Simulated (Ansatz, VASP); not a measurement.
**One calculation of Sb, two programs**

```
Sb
1.0
     4.05877    0.00000    0.00000
    -2.02939    3.51500    0.00000
     0.00000    0.00000   27.10000
Sb
2
Direct
  0.33333 0.66667 0.25809
  0.66667 0.33333 0.31941
```

Alike in both runs: functional revPBE; dispersion D3(BJ); k mesh 12 × 12 × 1; occupations gaussian, width 0.03 eV; no spin polarisation.

Ansatz relaxed the structure, and its values are those at the end. VASP's run is a single point on that final structure, the one shown.

```csv
,VASP,Ansatz
version,VASP 6.6.1,Ansatz 0.2.0
potentials or method,"VASP PAW PBE potentials, release 64 (Sb), cutoff 400 eV","scalar-relativistic, plane waves, PAW"
valence electrons in the cell,10,30
```

```tsv
	VASP	Ansatz	Ansatz less VASP
gap on the k mesh at the Fermi level (eV)	1.18	1.17	-0.007
least direct gap on the mesh (eV)	1.69	1.72	+0.031
rms of the force components (eV/Å)	0.044	0.000	-0.0438
```

VASP's potentials were made for PBE, not for revPBE. VASP's potentials hold 10 valence electrons a cell and Ansatz's 30, so a difference there can come from the potentials and not from the codes. Ansatz's warnings: slab cell height set, structure snapped to symmetry, xc potential rough in thin density.

Neither program's run includes spin-orbit coupling.
